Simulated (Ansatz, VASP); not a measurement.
Two plane-wave programs on CdTe

```xyz
2
Lattice="0.0000 3.5040 3.1058 3.1058 0.0000 3.1058 3.1058 3.5040 0.0000" Properties=species:S:1:pos:R:3 pbc="T T T"
Cd    0.0000    0.0000    0.0000
Te    4.6587    5.2560    4.6587
```

Alike in both runs: task single point; functional LDA; k mesh 8 × 8 × 8; occupations gaussian, width 0.05 eV; no spin polarisation.

```csv
,VASP,Ansatz
version,VASP 6.6.1,Ansatz 0.2.0
potentials or method,"VASP PAW LDA potentials, release 64 (Cd, Te), cutoff 520 eV","scalar-relativistic, plane waves, PAW"
valence electrons in the cell,18,36
```

|  | VASP | Ansatz | Ansatz less VASP |
| --- | --- | --- | --- |
| gap on the k mesh at the Fermi level (eV) | 0.35 | 0.31 | -0.040 |
| least direct gap on the mesh (eV) | 0.35 | 0.31 | -0.040 |
| pressure (GPa) | -1.1 | -1.4 | -0.24 |
| traceless stress, the component that is largest in VASP (GPa) | -1.91 | -1.92 | -0.016 |

LDA's correlation is that of Perdew and Zunger in VASP and of Perdew and Wang (1992) in Ansatz. VASP's potentials hold 18 valence electrons a cell and Ansatz's 36, so a difference there can come from the potentials and not from the codes.

Neither program's run includes spin-orbit coupling.
